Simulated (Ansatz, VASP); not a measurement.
## Two plane-wave programs on Cu

```
CELL_PARAMETERS angstrom
-0.08511 1.73708 1.76344
1.89876 -0.15395 1.83228
1.68572 1.59288 0.05909
ATOMIC_POSITIONS crystal
Cu 0.00000 0.00000 0.00000
```

Change from the starting cell: cell sheared at random, sigma 0.06, atoms nudged by 0.01 Å.

Alike in both runs: task single point; functional PBEsol; k mesh 16 × 16 × 16; occupations gaussian, width 0.15 eV; no spin polarisation.

|  | VASP | Ansatz |
| --- | --- | --- |
| version | VASP 6.6.1 | Ansatz 0.2.0 |
| potentials or method | VASP PAW PBE potentials, release 64 (Cu), cutoff 520 eV | scalar-relativistic, plane waves, PAW |
| valence electrons in the cell | 11 | 19 |

Ansatz gave:

```
gap on the k mesh at the Fermi level (eV)                     : none
pressure (GPa)                                                : 6.3
traceless stress, the component that is largest in VASP (GPa) : 16.15
```

Question: Estimate VASP's values.

Answer: gap on the k mesh at the Fermi level (eV): none; pressure (GPa): 7.5; traceless stress, the component that is largest in VASP (GPa): 16.12.

VASP's potentials were made for PBE, not for PBEsol. A gap of «none» marks a metal or a gap that the smearing closes. VASP's potentials hold 11 valence electrons a cell and Ansatz's 19, so a difference there can come from the potentials and not from the codes.
